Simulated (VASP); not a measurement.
# F (Pm-3m) in VASP: further runs

F is run at these levels: LDA; tasks: single point.

Everything below comes from runs of VASP 6.6.1. Logs are shortened: lines on timing, memory, paths and dates and some standing lists are left out, and cuts for length are marked.

## 1. The cell of the first run

The structure is cubic, space group Pm-3m (No. 221). The conventional cell has a = 1.536 Å, b = 1.536 Å, c = 1.536 Å, α = 90.00°, β = 90.00°, γ = 90.00°. Within 2.0 Å of F (site symmetry m-3m) lie 6 F at 1.54 Å.

## 2. Single point, LDA (3.62 Å³/atom)

The input, POSCAR:

```
F
1.0
    1.5356918296      0.0000000000      0.0000000000
    0.0000000000      1.5356918296      0.0000000000
    0.0000000000      0.0000000000      1.5356918296
F
1
Direct
    0.0000000000      0.0000000000      0.0000000000
```

The input, INCAR.step1:

```
SYSTEM = F
  ALGO = Normal
  EDIFF = 1E-6
  ENCUT = 520
  ISIF = 2
  ISMEAR = -1
  LASPH = .TRUE.
  LCHARG = .TRUE.
  LREAL = .FALSE.
  LWAVE = .FALSE.
  NBANDS = 10
  NELM = 80
  PREC = Accurate
  SIGMA = 0.08
```

The input, KPOINTS.step1:

```
k-points
0
G
  17 17 17
  0 0 0
```

The input, INCAR.step2:

```
SYSTEM = F
  ALGO = Normal
  EDIFF = 1E-6
  ENCUT = 520
  ICHARG = 11
  ISIF = 2
  ISMEAR = -5
  LASPH = .TRUE.
  LCHARG = .FALSE.
  LORBIT = 10
  LREAL = .FALSE.
  LWAVE = .FALSE.
  NBANDS = 10
  NEDOS = 1001
  NELM = 80
  PREC = Accurate
  SIGMA = 0.08
```

The input, KPOINTS.step2:

```
k-points
0
G
  26 26 26
  0 0 0
```

Potentials or basis: VASP PAW LDA potentials, release 64 (F).

Run with:

```console
$ cat potpaw_LDA.64/F/POTCAR > POTCAR
$ cp INCAR.step1 INCAR
$ cp KPOINTS.step1 KPOINTS
$ mpirun -np 1 vasp_std > vasp.out
$ cp INCAR.step2 INCAR
$ cp KPOINTS.step2 KPOINTS
$ mpirun -np 1 vasp_std > vasp.out
```

OUTCAR:

```text
SYSTEM = F
   EDIFF = 1E-6
   ENCUT = 520
   ICHARG = 11
   ISIF = 2
   ISMEAR = -5
   LASPH = .TRUE.
   LORBIT = 10
   LREAL = .FALSE.
   NELM = 80
   PREC = Accurate

 ion  position               nearest neighbor table
   1  0.000  0.000  0.000-

  LATTYP: Found a simple cubic cell.
 ALAT       =     1.5356918296

  Lattice vectors:

 A1 = (   1.5356918296,   0.0000000000,   0.0000000000)
 A2 = (   0.0000000000,   1.5356918296,   0.0000000000)
 A3 = (   0.0000000000,   0.0000000000,   1.5356918296)

Analysis of symmetry for initial positions (statically):
=====================================================================
 Subroutine PRICEL returns:
 Original cell was already a primitive cell.

 Routine SETGRP: Setting up the symmetry group for a
 simple cubic supercell.

 Subroutine GETGRP returns: Found 48 space group operations
 (whereof 48 operations were pure point group operations)
 out of a pool of 48 trial point group operations.

The static configuration has the point symmetry O_h .

Analysis of symmetry for dynamics (positions and initial velocities):
=====================================================================
 Subroutine PRICEL returns:
 Original cell was already a primitive cell.

 Routine SETGRP: Setting up the symmetry group for a
 simple cubic supercell.

 Subroutine GETGRP returns: Found 48 space group operations
 (whereof 48 operations were pure point group operations)
 out of a pool of 48 trial point group operations.

The dynamic configuration has the point symmetry O_h .

 Subroutine INISYM returns: Found 48 space group operations
 (whereof 48 operations are pure point group operations),
 and found     1 'primitive' translations

----------------------------------------------------------------------------------------

                                     Primitive cell

  volume of cell :       3.6217

  direct lattice vectors                    reciprocal lattice vectors
     1.535691830  0.000000000  0.000000000     0.651172313  0.000000000  0.000000000
     0.000000000  1.535691830  0.000000000     0.000000000  0.651172313  0.000000000
     0.000000000  0.000000000  1.535691830     0.000000000  0.000000000  0.651172313

  length of vectors
     1.535691830  1.535691830  1.535691830     0.651172313  0.651172313  0.651172313

  position of ions in fractional coordinates (direct lattice)
     0.000000000  0.000000000  0.000000000

  ion indices of the primitive-cell ions
   primitive index   ion index
                 1           1

----------------------------------------------------------------------------------------

 KPOINTS: k-points

Automatic generation of k-mesh.
 Grid dimensions read from file:
 generate k-points for:   26   26   26

 Generating k-lattice:

  Cartesian coordinates                     Fractional coordinates (reciprocal lattice)
     0.025045089  0.000000000  0.000000000     0.038461538  0.000000000  0.000000000
     0.000000000  0.025045089  0.000000000     0.000000000  0.038461538  0.000000000
     0.000000000  0.000000000  0.025045089     0.000000000  0.000000000  0.038461538

  Length of vectors
     0.025045089  0.025045089  0.025045089

  Shift w.r.t. Gamma in fractional coordinates (k-lattice)
     0.000000000  0.000000000  0.000000000

 TETIRR: Found   8764 inequivalent tetrahedra from   105456

 Subroutine IBZKPT returns following result:
 ===========================================

 Found    560 irreducible k-points:

 Following reciprocal coordinates:
            Coordinates               Weight
  0.000000  0.000000  0.000000      1.000000
  0.038462  0.000000  0.000000      6.000000
  0.076923  0.000000  0.000000      6.000000
  0.115385  0.000000  0.000000      6.000000
  0.153846  0.000000  0.000000      6.000000
  0.192308  0.000000  0.000000      6.000000
[... 16 lines left out ...]
  0.346154  0.038462  0.000000     24.000000
  0.384615  0.038462  0.000000     24.000000
 [... further k-points ...]
   k-points           NKPTS =    560   k-points in BZ     NKDIM =    560   number of bands    NBANDS=     10
   number of dos      NEDOS =   1001   number of ions     NIONS =      1
   total plane-waves  NPLWV =   1728
   dimension x,y,z NGX =    12 NGY =   12 NGZ =   12
   dimension x,y,z NGXF=    24 NGYF=   24 NGZF=   24
   ions per type =               1
   NGX,Y,Z   is equivalent  to a cutoff of  12.99, 12.99, 12.99 a.u.
   NGXF,Y,Z  is equivalent  to a cutoff of  25.98, 25.98, 25.98 a.u.
 SYSTEM =  F
   PREC   = accura    normal or accurate (medium, high low for compatibility)
   ISTART =      0    job   : 0-new  1-cont  2-samecut
   ICHARG =     11    charge: 1-file 2-atom 10-const
   ISPIN  =      1    spin polarized calculation?
   LNONCOLLINEAR =      F non collinear calculations
   LSORBIT =      F    spin-orbit coupling
   LASPH  =      T    aspherical Exc in radial PAW
   ENCUT  =  520.0 eV  38.22 Ry    6.18 a.u.   2.86  2.86  2.86*2*pi/ulx,y,z
   NELM   =     80;   NELMIN=  2; NELMDL=  0     # of ELM steps
   EDIFF  = 0.1E-05   stopping-criterion for ELM
   LREAL  =      F    real-space projection
[... 7 lines left out ...]
   TEBEG  =    0.0;   TEEND  =   0.0 temperature during run
   PSTRESS=    0.0 pullay stress
   NELECT =       7.0000    total number of electrons
   NUPDOWN=      -1.0000    fix difference up-down
   EMIN   =  10.00;   EMAX   =-10.00  energy-range for DOS
   EFERMI =   0.00;   METHOD = LEGACY
   ISMEAR =    -5;   SIGMA  =   0.08  broadening in eV -4-tet -1-fermi 0-gaus
   EFERMI_NEDOS =   21; number of points for ismear=-14 and -15
   IALGO  =     38    algorithm
   IMIX   =      4    mixing-type and parameters
     AMIX     =   0.40;   BMIX     =  1.00
     AMIX_MAG =   1.60;   BMIX_MAG =  1.00
  volume/ion in A,a.u.               =       3.62        24.44
  Fermi-wavevector in a.u.,A,eV,Ry     =   2.039248  3.853620 56.580284  4.158534
  Thomas-Fermi vector in A             =   3.045012
   LORBIT       =     10    0 simple, 1 ext, 2 COOP (PROOUT), +10 PAW based schemes
   GGA     = CA    functional components
   LHFCALC =     F    Hartree Fock is set to
   AEXX    =    0.0000 exact exchange contribution
   IVDW    =     0    specifies the selected vdW correction
   LEPSILON=     F    determine dielectric tensor
   LRPA    =     F    only Hartree local field effects (RPA)
 non-spin polarized calculation
 Fermi weights with tetrahedron method with Bloechl corrections
  energy-cutoff  :      520.00
  volume of cell :        3.62
 maximum number of plane-waves:       104
 NGX is ok and might be reduce to    12

 number of electron       7.0000013 magnetization

 Free energy of the ion-electron system (eV)
  ---------------------------------------------------
  ext. energy  EPLUGINS =         0.00000000
  ---------------------------------------------------
  free energy    TOTEN  =         4.75725501 eV

  energy without entropy =        4.75725501  energy(sigma->0) =        4.75725501

 E-fermi :  15.6106     XC(G=0): -17.3744

 val. band max:       15.6671208750   @ k =   0.3846   0.0769   0.0769
 cond. band min:      15.5756783699   @ k =   0.4615   0.1154   0.1154
 fundamental gap:     -0.0914425051
 Fermi energy:        15.6106254077

 k-point     1 :       0.0000    0.0000    0.0000
  band No.  band energies     occupation
      1     -23.6047      2.00000
      2      14.6767      2.00000
      3      14.6767      2.00000
      4      14.6767      2.00000
      5      40.1723      0.00000
      6      50.4345      0.00000
      7      50.4345      0.00000
      8      82.5722      0.00000
      9      82.5722      0.00000
     10      82.5722      0.00000

 k-point     2 :       0.0385    0.0000    0.0000
  band No.  band energies     occupation
      1     -23.5328      2.00000
      2      14.3457      2.00000
      3      14.7079      2.00000
      4      14.7079      2.00000
      5      40.2485      0.00000
      6      50.5228      0.00000
      7      50.7029      0.00000
      8      82.3615      0.00000
      9      82.3615      0.00000
     10      82.5559      0.00000

 k-point     3 :       0.0769    0.0000    0.0000
  band No.  band energies     occupation
      1     -23.3186      2.00000
      2      13.3984      2.00000
      3      14.7988      2.00000
      4      14.7988      2.00000
      5      40.4561      0.00000
      6      50.7841      0.00000
      7      51.4547      0.00000
      8      81.6794      0.00000
      9      81.6794      0.00000
     10      82.4161      0.00000

 k-point     4 :       0.1154    0.0000    0.0000
  band No.  band energies     occupation
      1     -22.9631      2.00000
      2      11.9538      2.00000
      3      14.9462      2.00000
      4      14.9462      2.00000
      5      40.7616      0.00000
      6      51.2179      0.00000
      7      52.5494      0.00000
      8      80.5955      0.00000
      9      80.5955      0.00000
     10      82.3288      0.00000
[... 222 lines left out ...]
 k-point    22 :       0.3077    0.0385    0.0000
  band No.  band energies     occupation
      1     -19.1803      2.00000
      2       1.7194      2.00000
      3      15.9356      0.15445
      4      16.2355      0.00000
      5      42.9432      0.00000
      6      55.9023      0.00000
      7      56.5709      0.00000
      8      72.0338      0.00000
      9      72.6725      0.00000
     10      84.2603      0.00000

 k-point    23 :       0.3462    0.0385    0.0000
  band No.  band energies     occupation
      1     -18.1439      2.00000
      2      -0.3163      2.00000
      3      16.2077     -0.08172
      4      16.4962      0.00000
      5      43.3855      0.00000
      6      56.4146      0.00000
      7      57.2224      0.00000
      8      70.5879      0.00000
      9      71.3160      0.00000
     10      81.4923      0.00000

 k-point    24 :       0.3846    0.0385    0.0000
  band No.  band energies     occupation
      1     -17.0864      2.00000
      2      -2.1722      2.00000
      3      16.4433     -0.04663
      4      16.7216      0.00000
      5      43.7927      0.00000
      6      56.1830      0.00000
      7      58.5293      0.00000
      8      69.3186      0.00000
      9      70.2069      0.00000
     10      79.0907      0.00000

 [... further k-points ...]

------------------------ aborting loop because EDIFF is reached ----------------------------------------

  FORCE on cell =-STRESS in cart. coord.  units (eV):
  Direction    XX          YY          ZZ          XY          YZ          ZX
  --------------------------------------------------------------------------------------
  -------------------------------------------------------------------------------------
  Total       19.5130954     19.5130954     19.5130954     -0.0000000     -0.0000000      0.0000000
  in kB     8632.2603385   8632.2603385   8632.2603385     -0.0000000     -0.0000000      0.0000000
  external PRESSURE =    8632.2603385 kB  Pullay stress =       0.0000000 kB

 VOLUME and BASIS-vectors are now :
 -----------------------------------------------------------------------------
  energy-cutoff  :      520.00
  volume of cell :        3.62
      direct lattice vectors                 reciprocal lattice vectors
     1.535691830  0.000000000  0.000000000     0.651172313  0.000000000  0.000000000
     0.000000000  1.535691830  0.000000000     0.000000000  0.651172313  0.000000000
     0.000000000  0.000000000  1.535691830     0.000000000  0.000000000  0.651172313

 POSITION                                       TOTAL-FORCE (eV/Angst)
 -----------------------------------------------------------------------------------
      0.00000      0.00000      0.00000         0.000000      0.000000      0.000000
 -----------------------------------------------------------------------------------
    total drift:                                0.000000     -0.000000      0.000000

  FREE ENERGIE OF THE ION-ELECTRON SYSTEM (eV)
  ---------------------------------------------------
  free  energy   TOTEN  =         4.7572550082 eV

  energy  without entropy=        4.7572550082  energy(sigma->0) =        4.75725501

 total charge

# of ion       s       p       d       tot
------------------------------------------
    1        1.890   4.358   0.000   6.248
```

Run time: 14 s. Hardware: 1 thread of Intel Xeon 8259CL, shared host; peak memory 0.13 GiB.

What came out:

```yaml
Valence_electrons_inside_the_program's_atomic_spheres: F 6.25
```

Levels at points of the mesh, in eV from the Fermi level:
```tsv
k point	band 1	band 2	band 3	band 4	band 5	band 6	band 7
(0.00, 0.00, 0.00)	-39.22	-0.93	-0.93	-0.93	24.56	34.82	34.82
(0.50, 0.00, 0.00)	-30.74	-20.92	1.41	1.41	29.07	39.93	45.36
(0.50, 0.50, 0.00)	-22.99	-15.01	-15.01	3.29	11.05	45.75	45.75
(0.50, 0.50, 0.50)	-15.76	-10.58	-10.58	-10.58	23.74	23.74	23.74
```

Caveat: an odd number of electrons without spin polarisation forces a metal; a magnetic or distorted state may lie lower; tetrahedron occupations give inexact forces and stress in metals.

## 3. Single point, LDA

This run uses another cell than the first one, of 9.05 Å³/atom.

The input, POSCAR:

```
F
1.0
    2.0842544779      0.0000000000      0.0000000000
    0.0000000000      2.0842544779      0.0000000000
    0.0000000000      0.0000000000      2.0842544779
F
1
Direct
    0.0000000000      0.0000000000      0.0000000000
```

The input, INCAR.step1:

```
SYSTEM = F
PREC     = Accurate       ! precision mode
ENCUT    = 520            ! plane-wave cutoff, eV
EDIFF    = 1E-6           ! SCF threshold, eV
ISMEAR   = -1             ! smearing method
SIGMA    = 0.08           ! smearing width, eV
LREAL    = .FALSE.        ! projectors in reciprocal space
LASPH    = .TRUE.         ! aspherical terms in the spheres
NELM     = 100            ! most SCF steps
ALGO     = Normal         ! electronic algorithm
ISIF     = 2              ! what is computed and relaxed
LWAVE    = .FALSE.        ! write WAVECAR
LCHARG   = .TRUE.         ! write CHGCAR
NBANDS   = 10             ! bands
```

The input, KPOINTS.step1:

```
regular mesh
0
G
  17 17 17
  0 0 0
```

The input, INCAR.step2:

```
SYSTEM = F
PREC     = Accurate       ! precision mode
ENCUT    = 520            ! plane-wave cutoff, eV
EDIFF    = 1E-6           ! SCF threshold, eV
ISMEAR   = -5             ! smearing method
SIGMA    = 0.08           ! smearing width, eV
LREAL    = .FALSE.        ! projectors in reciprocal space
LASPH    = .TRUE.         ! aspherical terms in the spheres
NELM     = 100            ! most SCF steps
ALGO     = Normal         ! electronic algorithm
ISIF     = 2              ! what is computed and relaxed
LWAVE    = .FALSE.        ! write WAVECAR
LCHARG   = .FALSE.        ! write CHGCAR
LORBIT   = 11             ! projections on sites
NBANDS   = 10             ! bands
NEDOS    = 1001           ! points of the DOS
ICHARG   = 11             ! starting density
```

The input, KPOINTS.step2:

```
regular mesh
0
G
  26 26 26
  0 0 0
```

Potentials or basis: VASP PAW LDA potentials, release 64 (F).

Run with:

```console
$ cat potpaw_LDA.64/F/POTCAR > POTCAR
$ cp INCAR.step1 INCAR
$ cp KPOINTS.step1 KPOINTS
$ mpirun -np 1 vasp_std > vasp.out
$ cp INCAR.step2 INCAR
$ cp KPOINTS.step2 KPOINTS
$ mpirun -np 1 vasp_std > vasp.out
```

Run time: 20 s. Hardware: 1 thread of Intel Xeon 8259CL, shared host; peak memory 0.16 GiB.

It converged, with:

```yaml
Valence_electrons_inside_the_program's_atomic_spheres: F 5.76
```

Levels at points of the mesh, in eV from the Fermi level:
```
           k point  band 2  band 3  band 4  band 5  band 6  band 7
(0.00, 0.00, 0.00)   -0.14   -0.14   -0.14   12.95   29.01   29.01
(0.50, 0.00, 0.00)   -6.18    0.44    0.44   19.32   22.46   34.66
(0.50, 0.50, 0.00)   -4.44   -4.44    0.92   16.08   28.37   28.37
(0.50, 0.50, 0.50)   -3.20   -3.20   -3.20   22.97   22.97   22.97
```

Caveat: an odd number of electrons without spin polarisation forces a metal; a magnetic or distorted state may lie lower; tetrahedron occupations give inexact forces and stress in metals.

## 4. Single point, LDA (9.05 Å³/atom)

This run uses another cell than the first one, of 9.05 Å³/atom.

POSCAR is that of step 3.

The input, INCAR.step1:

```
ALGO     = Normal         # electronic algorithm
EDIFF    = 1E-7           # SCF threshold, eV
ENCUT    = 520            # plane-wave cutoff, eV
GGA      = CA             # functional
ISIF     = 2              # what is computed and relaxed
ISMEAR   = -1             # smearing method
LASPH    = T              # aspherical terms in the spheres
LCHARG   = T              # write CHGCAR
LREAL    = F              # projectors in reciprocal space
LWAVE    = F              # write WAVECAR
NBANDS   = 10             # bands
NELM     = 100            # most SCF steps
PREC     = Accurate       # precision mode
SIGMA    = 0.08           # smearing width, eV
```

The input, KPOINTS.step1:

```
k-points
0
Gamma
  17 17 17
```

The input, INCAR.step2:

```
ALGO     = Normal         # electronic algorithm
EDIFF    = 1E-7           # SCF threshold, eV
ENCUT    = 520            # plane-wave cutoff, eV
GGA      = CA             # functional
ICHARG   = 11             # starting density
ISIF     = 2              # what is computed and relaxed
ISMEAR   = -5             # smearing method
LASPH    = T              # aspherical terms in the spheres
LCHARG   = F              # write CHGCAR
LORBIT   = 10             # projections on sites
LREAL    = F              # projectors in reciprocal space
LWAVE    = F              # write WAVECAR
NEDOS    = 1001           # points of the DOS
NELM     = 100            # most SCF steps
PREC     = Accurate       # precision mode
SIGMA    = 0.08           # smearing width, eV
```

The input, KPOINTS.step2:

```
k-points
0
Gamma
  26 26 26
```

Run with:

```console
$ cat potpaw_LDA.64/F/POTCAR > POTCAR
$ cp INCAR.step1 INCAR
$ cp KPOINTS.step1 KPOINTS
$ mpirun -np 1 vasp_std > vasp.out
$ cp INCAR.step2 INCAR
$ cp KPOINTS.step2 KPOINTS
$ mpirun -np 1 vasp_std > vasp.out
```

Wall time 16 s (1 thread of Intel Xeon 8259CL, shared host); peak memory 0.14 GiB.

Results (log left out):

* Valence electrons inside the program's atomic spheres: F 5.76

Levels at points of the mesh, in eV from the Fermi level:
| k point | band 2 | band 3 | band 4 | band 5 | band 6 | band 7 |
| --- | --- | --- | --- | --- | --- | --- |
| (0.00, 0.00, 0.00) | -0.14 | -0.14 | -0.14 | 12.95 | 29.01 | 29.01 |
| (0.50, 0.00, 0.00) | -6.18 | 0.44 | 0.44 | 19.32 | 22.46 | 34.66 |
| (0.50, 0.50, 0.00) | -4.44 | -4.44 | 0.92 | 16.08 | 28.37 | 28.37 |
| (0.50, 0.50, 0.50) | -3.20 | -3.20 | -3.20 | 22.97 | 22.97 | 22.97 |

Caveat: an odd number of electrons without spin polarisation forces a metal; a magnetic or distorted state may lie lower; tetrahedron occupations give inexact forces and stress in metals.
